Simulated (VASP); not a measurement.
# MgI2 (Fm-3m) in VASP: a series of runs, part 2 of 2

VASP 6.6.1. The steps go on from the part before.

**3. Single point, PBE (volume changed by -3%)**

Input file INCAR:

```
SYSTEM = MgI2
PREC = Accurate
ENCUT = 520
EDIFF = 1E-6
ISMEAR = 0
SIGMA = 0.01
LREAL = .FALSE.
LASPH = .TRUE.
NELM = 80
ALGO = Normal
ISIF = 2
LWAVE = .FALSE.
LCHARG = .TRUE.
GGA = PE
LELF = .TRUE.
LVHAR = .TRUE.
NBANDS = 15
```

Input file KPOINTS:

```
regular mesh
0
G
  6 6 6
  0 0 0
```

Input file POSCAR:

```
MgI2
1.0
    0.0000000000      3.7258407582      3.7258407582
    3.7258407582      0.0000000000      3.7258407582
    3.7258407582      3.7258407582      0.0000000000
Mg I
1 2
Direct
    0.0000000000      0.0000000000      0.0000000000
    0.2500000000      0.2500000000      0.2500000000
    0.7500000000      0.7500000000      0.7500000000
```

Potentials or basis: VASP PAW PBE potentials, release 64 (Mg, I).

On the command line:

```console
> cat potpaw_PBE.64/Mg/POTCAR potpaw_PBE.64/I/POTCAR > POTCAR
> mpirun -np 1 vasp_std > vasp.out
```

Wall time 15 s (1 thread of Intel Xeon 6975P-C (Granite Rapids), shared host); peak memory 0.24 GiB.

It converged, with:

* Free energy: -6.3938 eV
* Pressure: 0.9 GPa
* Band gap on the k mesh: 0.63 eV, indirect (least direct gap 1.00 eV)

Levels at points of the mesh, in eV from the valence-band top:
| k point | band 4 | band 5 | band 6 | band 7 | band 8 | band 9 | band 10 | band 11 | band 12 | band 13 |
| --- | --- | --- | --- | --- | --- | --- | --- | --- | --- | --- |
| (0.00, 0.00, 0.00) | -3.08 | -3.08 | -1.16 | -1.16 | -1.16 | 0.63 | 3.04 | 3.04 | 3.04 | 5.09 |
| (0.50, 0.00, 0.00) | -2.63 | -2.61 | -2.61 | -2.36 | -2.36 | 2.71 | 5.06 | 5.06 | 5.97 | 6.57 |
| (0.50, 0.50, 0.00) | -3.89 | -3.89 | -0.52 | -0.52 | 0.00 | 1.00 | 4.11 | 6.45 | 6.45 | 6.52 |

Caveat: the cell differs from its parent crystal (volume changed by -3%); spin-orbit coupling is left out, which moves the levels of the heavy elements.

**4. Single point, PBE**

This run uses another cell than the first one, of 35.32 Å³/atom, 1.057 times its volume.

Input file INCAR:

```
SYSTEM = MgI2
ALGO = Normal ; EDIFF = 1E-6
ENCUT = 520 ; GGA = PE
ISIF = 2 ; ISMEAR = 0
LASPH = .True. ; LCHARG = .False.
LREAL = .False. ; LWAVE = .False.
NBANDS = 15 ; NELM = 80
PREC = Accurate ; SIGMA = 0.01
```

Input file KPOINTS:

```
k-points
0
Gamma
  6 6 6
  0 0 0
```

Input file POSCAR:

```
MgI2
1.0
    0.0000000000      3.7557205887      3.7557205887
    3.7557205887      0.0000000000      3.7557205887
    3.7557205887      3.7557205887      0.0000000000
Mg I
1 2
Direct
    0.0000000000      0.0000000000      0.0000000000
    0.2500000000      0.2500000000      0.2500000000
    0.7500000000      0.7500000000      0.7500000000
```

On the command line:

```console
> cat potpaw_PBE.64/Mg/POTCAR potpaw_PBE.64/I/POTCAR > POTCAR
> mpirun -np 1 vasp_std > vasp.out
```

Run time: 15 s. Hardware: 1 thread of Intel Xeon 6975P-C (Granite Rapids), shared host; peak memory 0.24 GiB.

It converged, with:

- Free energy: -6.4021 eV
- Pressure: 0.2 GPa
- Band gap on the k mesh: 0.58 eV, indirect (least direct gap 1.06 eV)

Levels at points of the mesh, in eV from the valence-band top:
| k point | band 4 | band 5 | band 6 | band 7 | band 8 | band 9 | band 10 | band 11 | band 12 | band 13 |
| --- | --- | --- | --- | --- | --- | --- | --- | --- | --- | --- |
| (0.00, 0.00, 0.00) | -2.96 | -2.96 | -1.11 | -1.11 | -1.11 | 0.58 | 3.11 | 3.11 | 3.11 | 5.18 |
| (0.50, 0.00, 0.00) | -2.53 | -2.50 | -2.50 | -2.26 | -2.26 | 2.65 | 5.07 | 5.07 | 5.96 | 6.62 |
| (0.50, 0.50, 0.00) | -3.75 | -3.75 | -0.50 | -0.50 | 0.00 | 1.06 | 4.09 | 6.42 | 6.42 | 6.48 |

Caveat: spin-orbit coupling is left out, which moves the levels of the heavy elements.

**5. Single point, PBE**

This run uses another cell than the first one, of 35.55 Å³/atom, 1.064 times its volume.

Input file INCAR:

```
ALGO = Normal ; EDIFF = 1E-7
ENCUT = 520 ; GGA = PE
ISIF = 2 ; ISMEAR = 0
LASPH = True ; LCHARG = False
LREAL = False ; LWAVE = False
NBANDS = 15 ; NELM = 100
PREC = Accurate ; SIGMA = 0.01
```

Input file KPOINTS:

```
k-points
0
Gamma
  6 6 6
```

Input file POSCAR:

```
MgI2
1.0
    0.0000000000      3.7638621674      3.7638621674
    3.7638621674      0.0000000000      3.7638621674
    3.7638621674      3.7638621674      0.0000000000
Mg I
1 2
Direct
    0.0000000000      0.0000000000      0.0000000000
    0.2500000000      0.2500000000      0.2500000000
    0.7500000000      0.7500000000      0.7500000000
```

Potentials or basis: VASP PAW PBE potentials, release 64 (Mg, I).

On the command line:

```console
> cat potpaw_PBE.64/Mg/POTCAR potpaw_PBE.64/I/POTCAR > POTCAR
> mpirun -np 1 vasp_std > vasp.out
```

OUTCAR:

```text
EDIFF = 1E-7
   ENCUT = 520
   GGA = PE
   ISIF = 2
   ISMEAR = 0
   LASPH = True
   LREAL = False
   NELM = 100
   PREC = Accurate

 ion  position               nearest neighbor table
   1  0.000  0.000  0.000-   2 3.26   3 3.26   3 3.26   3 3.26   3 3.26   2 3.26   2 3.26   2 3.26

   2  0.250  0.250  0.250-   1 3.26   1 3.26   1 3.26   1 3.26
   3  0.750  0.750  0.750-   1 3.26   1 3.26   1 3.26   1 3.26

  LATTYP: Found a face centered cubic cell.
 ALAT       =     7.5277243348

  Lattice vectors:

 A1 = (   0.0000000000,   3.7638621674,   3.7638621674)
 A2 = (   3.7638621674,   0.0000000000,   3.7638621674)
 A3 = (   3.7638621674,   3.7638621674,   0.0000000000)

Analysis of symmetry for initial positions (statically):
=====================================================================
 Subroutine PRICEL returns:
 Original cell was already a primitive cell.

 Routine SETGRP: Setting up the symmetry group for a
 face centered cubic supercell.

[... 171 lines left out ...]
      4       0.2688      2.00000
      5       0.2688      2.00000
      6       2.0981      2.00000
      7       2.0981      2.00000
      8       2.0981      2.00000
      9       3.7634      0.00000
     10       6.3217      0.00000
     11       6.3217      0.00000
     12       6.3217      0.00000
     13       8.3953      0.00000
     14       8.3953      0.00000
[... 257 lines left out ...]
      2      -8.7810      2.00000
      3      -1.4733      2.00000
      4      -0.7382      2.00000
      5       0.0987      2.00000
      6       1.6055      2.00000
      7       2.8021      2.00000
      8       3.0732      2.00000
      9       4.8274      0.00000
     10       7.8060      0.00000
     11       8.0845      0.00000
     12       9.0371      0.00000
     13      10.6140      0.00000
     14      10.7690      0.00000
     15      10.9536      0.00000

------------------------ aborting loop because EDIFF is reached ----------------------------------------

  FORCE on cell =-STRESS in cart. coord.  units (eV):
  Direction    XX          YY          ZZ          XY          YZ          ZX
  --------------------------------------------------------------------------------------
  -------------------------------------------------------------------------------------
  Total       -0.0180468     -0.0180468     -0.0180468      0.0000000     -0.0000000     -0.0000000
  in kB       -0.2711317     -0.2711317     -0.2711317      0.0000000     -0.0000000     -0.0000000
  external PRESSURE =      -0.2711317 kB  Pullay stress =       0.0000000 kB

 VOLUME and BASIS-vectors are now :
 -----------------------------------------------------------------------------
  energy-cutoff  :      520.00
  volume of cell :      106.64
      direct lattice vectors                 reciprocal lattice vectors
     0.000000000  3.763862167  3.763862167    -0.132842272  0.132842272  0.132842272
     3.763862167  0.000000000  3.763862167     0.132842272 -0.132842272  0.132842272
     3.763862167  3.763862167  0.000000000     0.132842272  0.132842272 -0.132842272

 POSITION                                       TOTAL-FORCE (eV/Angst)
 -----------------------------------------------------------------------------------
      0.00000      0.00000      0.00000         0.000000      0.000000      0.000000
      1.88193      1.88193      1.88193        -0.000000     -0.000000     -0.000000
      5.64579      5.64579      5.64579         0.000000      0.000000      0.000000
 -----------------------------------------------------------------------------------
    total drift:                                0.000000     -0.000000      0.000000

  FREE ENERGIE OF THE ION-ELECTRON SYSTEM (eV)
  ---------------------------------------------------
  free  energy   TOTEN  =        -6.4023684288 eV

  energy  without entropy=       -6.4023684288  energy(sigma->0) =       -6.40236843
```

stdout:

```text
POSCAR found type information on POSCAR MgI
 POSCAR found :  2 types and       3 ions
 scaLAPACK will be used
 LDA part: xc-table for (Slater+PW92), standard interpolation
 POSCAR, INCAR and KPOINTS ok, starting setup
 FFT: planning ... GRIDC
 FFT: planning ... GRID_SOFT
 FFT: planning ... GRID
 WAVECAR not read
 entering main loop
```

Run time: 18 s. Hardware: 1 thread of Intel Xeon 6975P-C (Granite Rapids), shared host; peak memory 0.24 GiB.

What came out:

```
Free energy            : -6.4024 eV
Pressure               : 0.0 GPa
Band gap on the k mesh : 0.57 eV, indirect (least direct gap 1.07 eV)
```

Caveat: spin-orbit coupling is left out, which moves the levels of the heavy elements. A k mesh can miss the band edges.

**6. The runs side by side**

```tsv
cell	gap on the mesh (eV)	pressure (GPa)
a = 5.214 Å, angles 60.0°, 3 atoms	0.69	2.0
a = 5.269 Å, angles 60.0°, 3 atoms	0.63	0.9
a = 5.311 Å, angles 60.0°, 3 atoms	0.58	0.2
a = 5.323 Å, angles 60.0°, 3 atoms	0.57	0.0
```

Alike in all rows: task single point; level PBE; potentials or basis VASP PAW PBE potentials, release 64 (Mg, I); no spin polarisation; k mesh 6 × 6 × 6; cutoff (eV) 520; smearing gaussian 0.01 eV.

Caveats: spin-orbit coupling is left out, which moves the levels of the heavy elements.

Total energies depend on the potentials used, so only differences within one code and one set of settings carry meaning.
